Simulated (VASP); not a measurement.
Here is a VASP 6.6.1 calculation.

File INCAR:

```
SYSTEM = FeO
ALGO = Normal
EDIFF = 1E-6
ENCUT = 520
ISIF = 2
ISMEAR = -1
ISPIN = 2
LASPH = .True.
LCHARG = .False.
LMAXMIX = 4
LORBIT = 11
LREAL = .False.
LWAVE = .False.
MAGMOM = 3 0
NBANDS = 18
NELM = 150
PREC = Accurate
SIGMA = 0.05
```

Contents of KPOINTS:

```
k-points
0
Gamma
  11 11 11
  0 0 0
```

Contents of POSCAR:

```
FeO
1.0
    0.0000000000      2.1554000000      2.1554000000
    2.1554000000      0.0000000000      2.1554000000
    2.1554000000      2.1554000000      0.0000000000
Fe O
1 1
Direct
    0.0000000000      0.0000000000      0.0000000000
    0.5000000000      0.5000000000      0.5000000000
```

Potentials or basis: VASP PAW LDA potentials, release 64 (Fe, O).

Run with:

```console
$ cat potpaw_LDA.64/Fe/POTCAR potpaw_LDA.64/O/POTCAR > POTCAR
$ mpirun -np 1 vasp_std > vasp.out
```

Q: Predict the site moments.

A: Fe +3.57; O +0.32 μB.

Q: Predict the net moment.

A: 3.99 μB per cell.

Caveat: the cell stands under tension; a cell with one magnetic atom can't hold antiferromagnetic order, which such compounds often take.
